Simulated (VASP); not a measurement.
A run of VASP 6.6.1:

The input POSCAR:

```
Al14Cu
1.0
    4.2330229706      2.4439369546      0.0000000000
   -4.2330229706      2.4439369546      0.0000000000
    0.0000000000      0.0000000000     21.2166710154
Al Cu
14 1
Direct
    0.0000000000      0.0000000000      0.2827964856
    0.3333330000      0.6666670000      0.2827964856
    0.6666670000      0.3333330000      0.2827964856
    0.3333330000      1.0000000000      0.3913959032
    0.6666670000      0.6666670000      0.3913959032
    0.0000000000      0.3333330000      0.3913959032
    0.6666670000      1.0000000000      0.5000000000
    0.0000000000      0.6666670000      0.5000000000
    0.3333330000      0.3333330000      0.5000000000
    0.0000000000      0.0000000000      0.6085994176
    0.3333330000      0.6666670000      0.6085994176
    0.6666670000      0.3333330000      0.6085994176
    0.6666670000      0.6666670000      0.7172035144
    0.0000000000      0.3333330000      0.7172035144
    0.3333330000      1.0000000000      0.7172035144
```

The input INCAR.step1:

```
SYSTEM = Al14Cu
PREC     = Accurate       ! precision mode
ENCUT    = 520            ! plane-wave cutoff, eV
ISMEAR   = 1              ! smearing method
SIGMA    = 0.1            ! smearing width, eV
LREAL    = Auto         
LASPH    = .True.         ! aspherical terms in the spheres
NELM     = 100            ! most SCF steps
LDIPOL   = .True.       
IDIPOL   = 3            
DIPOL    = 0.5 0.5 0.500
GGA      = PE             ! functional
ALGO     = Normal         ! electronic algorithm
EDIFF    = 1E-4           ! SCF threshold, eV
LWAVE    = .True.         ! write WAVECAR
LCHARG   = .False.        ! write CHGCAR
```

File INCAR.step2:

```
SYSTEM = Al14Cu
PREC     = Accurate       ! precision mode
ENCUT    = 520            ! plane-wave cutoff, eV
EDIFF    = 1E-6           ! SCF threshold, eV
ISMEAR   = 1              ! smearing method
SIGMA    = 0.1            ! smearing width, eV
LREAL    = Auto         
LASPH    = .True.         ! aspherical terms in the spheres
NELM     = 100            ! most SCF steps
ALGO     = Normal         ! electronic algorithm
ISIF     = 2              ! what is computed and relaxed
LWAVE    = .False.        ! write WAVECAR
LCHARG   = .False.        ! write CHGCAR
LDIPOL   = .True.       
IDIPOL   = 3            
DIPOL    = 0.5 0.5 0.500
METAGGA  = R2SCAN         ! meta-GGA
LMIXTAU  = .True.       
IBRION   = 2              ! ionic algorithm
NSW      = 90             ! ionic steps
EDIFFG   = -0.08          ! ionic threshold
ISTART   = 1
```

Contents of KPOINTS:

```
regular mesh
0
Gamma
  6 6 1
  0 0 0
```

Potentials or basis: VASP PAW PBE potentials, release 64 (Al, Cu).

Launch:

```bash
$ cat potpaw_PBE.64/Al/POTCAR potpaw_PBE.64/Cu/POTCAR > POTCAR
$ cp INCAR.step1 INCAR
$ mpirun -np 1 vasp_std > vasp.out
$ cp INCAR.step2 INCAR
$ mpirun -np 1 vasp_std > vasp.out
```

Hardware: 1 thread of Intel(R) Xeon(R) 6975P-C (Granite Rapids) (shared host).

Question: How long does it take, and how much memory?

Answer: It took 36 min on 1 thread of Intel(R) Xeon(R) 6975P-C (Granite Rapids), on a shared host, peak memory 0.61 GiB. Counts: k points 7, ion steps 7.
